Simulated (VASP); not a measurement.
Hf:

```
CELL_PARAMETERS angstrom
5.65158 0.00000 0.00000
0.00000 5.65158 0.00000
0.00000 0.00000 5.65158
ATOMIC_POSITIONS crystal
Hf 0.50000 0.50000 0.50000
Hf 0.00000 0.00000 0.00000
Hf 0.25000 0.00000 0.50000
Hf 0.50000 0.25000 0.00000
Hf 0.50000 0.75000 0.00000
Hf 0.75000 0.00000 0.50000
Hf 0.00000 0.50000 0.75000
Hf 0.00000 0.50000 0.25000
```

```yaml
Program: VASP 6.6.1
Task: relaxation of cell and atoms
Functional: PBEsol
Potentials_or_basis: VASP PAW PBE potentials, release 64 (Hf_pv)
Cutoff: 600 eV
k_mesh: 4 × 4 × 4
Occupations: gaussian, width 0.1 eV
Spin: no spin polarisation
```

At the start: pressure -5.2 GPa; volume 22.56 Å³/atom.

**Question.** How do energy, volume and symmetry change on relaxing?

**Answer.** Over 3 steps the energy falls by 21.2 meV/atom and the volume is 21.33 Å³/atom (-5.5 %); space group Pm-3n (No. 223, to 0.05 Å).

The path:
```csv
step,energy change (eV),largest force (eV/Å),pressure (GPa),volume (Å³)
1,0.0000,0.0000,-5.22,180.51
2,-0.0230,0.0000,5.74,162.00
3,-0.1692,0.0000,-0.05,170.60
```

Final structure:
```
Hf
1.0
     5.54619    0.00000    0.00000
     0.00000    5.54619    0.00000
     0.00000    0.00000    5.54619
Hf
8
Direct
  0.50000 0.50000 0.50000
  0.00000 0.00000 0.00000
  0.25000 0.00000 0.50000
  0.50000 0.25000 0.00000
  0.50000 0.75000 0.00000
  0.75000 0.00000 0.50000
  0.00000 0.50000 0.75000
  0.00000 0.50000 0.25000
```

Caveat: the PAW data sets were made with another functional, which shifts forces and pressure a little.
